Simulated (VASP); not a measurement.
A run of VASP 6.6.1:

The input INCAR:

```
ALGO = Normal ; DIPOL = 0.5 0.5 0.373
EDIFF = 1E-6 ; ENCUT = 520
GGA = PE ; IDIPOL = 3
ISIF = 2 ; ISMEAR = 0
IVDW = 12 ; LASPH = True
LCHARG = False ; LDIPOL = True
LREAL = False ; LWAVE = False
NBANDS = 16 ; NELM = 80
PREC = Accurate ; SIGMA = 0.1
```

KPOINTS

```
k-points
0
Gamma
  9 9 1
```

POSCAR

```
Si
1.0
    3.8475254748      0.0000000000      0.0000000000
   -1.9237627374      3.3320548028      0.0000000000
    0.0000000000      0.0000000000     18.4415958287
Si
4
Direct
    0.3333333333      0.6666666667      0.2695427207
    0.6666666667      0.3333333333      0.2440135898
    0.0000000000      1.3333333333      0.5011277719
    0.3333333333      1.0000000000      0.4755986410
```

Potentials or basis: VASP PAW PBE potentials, release 64 (Si).

The run is started by

```sh
$ cat potpaw_PBE.64/Si/POTCAR > POTCAR
$ mpirun -np 1 vasp_std > vasp.out
```

Hardware: 1 thread of Intel Xeon 6975P-C, on a shared host.

Problem. How long does it take, and how much memory?

Solution. Wall time 4.4 min on 1 thread of Intel Xeon 6975P-C (shared host), peak memory 0.4 GiB. Counts: scf iterations 22, k points 41.
